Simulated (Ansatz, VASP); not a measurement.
Rh: VASP beside Ansatz

```xyz
4
Lattice="2.6553 0.0000 0.0000 0.0000 2.6553 0.0000 0.0000 0.0000 21.6327" Properties=species:S:1:pos:R:3 pbc="T T T"
Rh    0.6638    0.6638    8.0000
Rh    1.9915    1.9915    9.8776
Rh    0.6638    0.6638   11.7551
Rh    1.9915    1.9915   13.6327
```

Alike in both runs: task single point; functional LDA; k mesh 15 × 15 × 1; occupations fermi-dirac, width 0.1 eV; no spin polarisation.

|  | VASP | Ansatz |
| --- | --- | --- |
| version | VASP 6.6.1 | Ansatz 0.2.0 |
| potentials or method | VASP PAW LDA potentials, release 64 (Rh_pv), cutoff 520 eV | all-electron LAPW, scalar-relativistic |

Ansatz gave:

| Item | Value |
| --- | --- |
| rms of the force components (eV/Å) | 0.310 |

Problem. What did VASP give for the same quantities?

Solution. rms of the force components (eV/Å): 0.297.

LDA's correlation is that of Perdew and Zunger in VASP and of Perdew and Wang (1992) in Ansatz. Atom by atom the forces differ by 0.018 eV/Å (rms over components). Ansatz ran all-electron here, and VASP with PAW potentials.
